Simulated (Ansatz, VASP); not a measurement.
**Bi2Se3: VASP beside Ansatz**

File INCAR:

```
PREC = Accurate
ENCUT = 520
EDIFF = 1E-6
ISMEAR = 0
SIGMA = 0.05
LREAL = F
LASPH = T
NELM = 80
ALGO = Normal
ISIF = 2
LWAVE = F
LCHARG = F
GGA = PE
NBANDS = 32
```

File KPOINTS:

```
regular mesh
0
Gamma
  18 18 1
```

Contents of POSCAR:

```
Bi2Se3
1.0
    4.1429985900      0.0000000000      0.0000000000
   -2.0714993000      3.5879420300      0.0000000000
    0.0000000000      0.0000000000     19.9661818300
Bi Se
2 3
Direct
    0.3333333300      0.6666666700      0.5967623600
    0.6666666700      0.3333333300      0.4032376400
    0.0000000000      0.0000000000      0.5000000000
    0.3333333300      0.6666666700      0.3255504800
    0.6666666700      0.3333333300      0.6744495200
```

Input for Ansatz:

```yaml
crystal:
  lattice:
    - [4.14299859, 0.0, 0.0]
    - [-2.0714993, 3.58794203, 0.0]
    - [0.0, 0.0, 19.96618183]
  atoms:
    - { symbol: Bi, position: [0.33333333, 0.66666667, 0.59676236] }
    - { symbol: Bi, position: [0.66666667, 0.33333333, 0.40323764] }
    - { symbol: Se, position: [0.0, 0.0, 0.5] }
    - { symbol: Se, position: [0.33333333, 0.66666667, 0.32555048] }
    - { symbol: Se, position: [0.66666667, 0.33333333, 0.67444952] }
basis:
  ecutwfc: 420
kpoints:
  mp_grid: { grid: [18, 18, 1] }
hamiltonian:
  xc: pbe
scf:
  occupations: { method: gaussian, width: 0.05 }
output:
  forces: true
  eigenvalues: true
  eigenstates:
    nscf_kmesh: { grid: [54, 54, 1] }
    top_band: c6
    de_dk: true
    localisation: true
checkpoint:
  write: ck
  compress: false
  write_wavefunctions: false
  write_every: 100000
```

Alike in both runs: task single point; functional PBE; k mesh 18 × 18 × 1; occupations gaussian, width 0.05 eV; no spin polarisation.

```csv
,VASP,Ansatz
version,VASP 6.6.1,Ansatz 0.2.0
potentials or method,"VASP PAW PBE potentials, release 64 (Bi_d, Se), cutoff 520 eV","scalar-relativistic, plane waves, PAW"
valence electrons in the cell,48,78
```

|  | VASP | Ansatz | Ansatz less VASP |
| --- | --- | --- | --- |
| gap on the k mesh at the Fermi level (eV) | 0.88 | 0.88 | +0.004 |
| rms of the force components (eV/Å) | 0.089 | 0.084 | -0.0048 |

Atom by atom the forces differ by 0.005 eV/Å (rms over components). The functional is the same, so the differences come from potentials, cutoffs and numerics. VASP's potentials hold 48 valence electrons a cell and Ansatz's 78, so a difference there can come from the potentials and not from the codes.

Spin-orbit coupling is off throughout.
